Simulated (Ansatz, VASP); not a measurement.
# Cl in VASP and in Ansatz

```
Cl
1.0
     0.00000    2.77672    2.77672
     2.77672    0.00000    2.77672
     2.77672    2.77672    0.00000
Cl
2
Direct
  0.87500 0.87500 0.87500
  0.12500 0.12500 0.12500
```

Change from the starting cell: volume scaled by 0.68, PAW files.

Alike in both runs: task single point; functional PBEsol; k mesh 12 × 12 × 12; occupations fermi-dirac, width 0.1 eV; no spin polarisation.

|  | VASP | Ansatz |
| --- | --- | --- |
| version | VASP 6.6.1 | Ansatz 0.2.0 |
| potentials or method | VASP PAW PBE potentials, release 64 (Cl) | PAW with Ansatz's default frozen-core files, scalar-relativistic |
| plane-wave cutoff (eV) | 520 | 420 |
| valence electrons in the cell | 14 | 14 |

```tsv
	VASP	Ansatz	Ansatz less VASP
pressure (GPa)	19.5	19.5	-0.01
```

VASP's potentials were made for PBE, not for PBEsol.
